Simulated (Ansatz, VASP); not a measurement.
## One calculation of MoS2, two programs

The input INCAR:

```
  PREC = Accurate
  ENCUT = 520
  EDIFF = 1E-8
  ISMEAR = -1
  SIGMA = 0.03
  LREAL = F
  LASPH = T
  NELM = 100
  ALGO = Normal
  ISIF = 2
  LWAVE = F
  LCHARG = F
  GGA = PE
  LEFG = T
  NBANDS = 35
```

The input KPOINTS:

```
Automatic mesh
0
Gamma
  10 10 3
```

Contents of POSCAR:

```
MoS2
1.0
    3.1610016016      0.0474150240      0.0474150240
   -1.5394381855      2.7138001764      0.0173551033
    0.1844250000      0.1844250000     12.2950000000
Mo S
2 4
Direct
    0.3333333333      0.6666666667      0.2500000000
    0.6666666667      0.3333333333      0.7500000000
    0.3333333333      0.6666666667      0.6275000000
    0.6666666667      0.3333333333      0.1275000000
    0.3333333333      0.6666666667      0.8725000000
    0.6666666667      0.3333333333      0.3725000000
```

Input for Ansatz:

```yaml
crystal:
  lattice:
    - [3.1610016016, 0.047415024, 0.047415024]
    - [-1.5394381855, 2.7138001764, 0.0173551033]
    - [0.184425, 0.184425, 12.295]
  atoms:
    - { symbol: Mo, position: [0.3333333333, 0.6666666667, 0.25] }
    - { symbol: Mo, position: [0.6666666667, 0.3333333333, 0.75] }
    - { symbol: S, position: [0.3333333333, 0.6666666667, 0.6275] }
    - { symbol: S, position: [0.6666666667, 0.3333333333, 0.1275] }
    - { symbol: S, position: [0.3333333333, 0.6666666667, 0.8725] }
    - { symbol: S, position: [0.6666666667, 0.3333333333, 0.3725] }
kpoints:
  mp_grid: { grid: [10, 10, 3] }
scf:
  occupations: { method: fermi_dirac, width: 0.03 }
hamiltonian:
  xc: pbe
  pseudopotentials: { kind: all_electron, datasets: crystal }
output:
  forces: true
  stress: true
  eigenvalues: true
  efg: { contact_densities: true }
```

Change from the starting cell: equal xy, yz and zx shear strains of +3 %, crystal datasets.

Alike in both runs: task electric field gradients; functional PBE; k mesh 10 × 10 × 3; occupations fermi-dirac, width 0.03 eV; no spin polarisation.

|  | VASP | Ansatz |
| --- | --- | --- |
| version | VASP 6.6.1 | Ansatz 0.2.0 |
| potentials or method | VASP PAW PBE potentials, release 64 (Mo_sv, S), cutoff 520 eV | all-electron PAW with datasets made for the crystal, scalar-relativistic |

Ansatz gave:

- pressure (GPa): 9.4
- traceless stress, the component that is largest in VASP (GPa): -4.51
- rms of the force components (eV/Å): 0.684
- size of Vzz on the site where it differs most (V/Å²): 98.7

What did VASP give for the same quantities?

Pressure (GPa): 9.2; traceless stress, the component that is largest in VASP (GPa): -4.49; rms of the force components (eV/Å): 0.675; size of Vzz on the site where it differs most (V/Å²): 101.4.

Atom by atom the forces differ by 0.010 eV/Å (rms over components). Ansatz ran all-electron here, and VASP with PAW potentials.
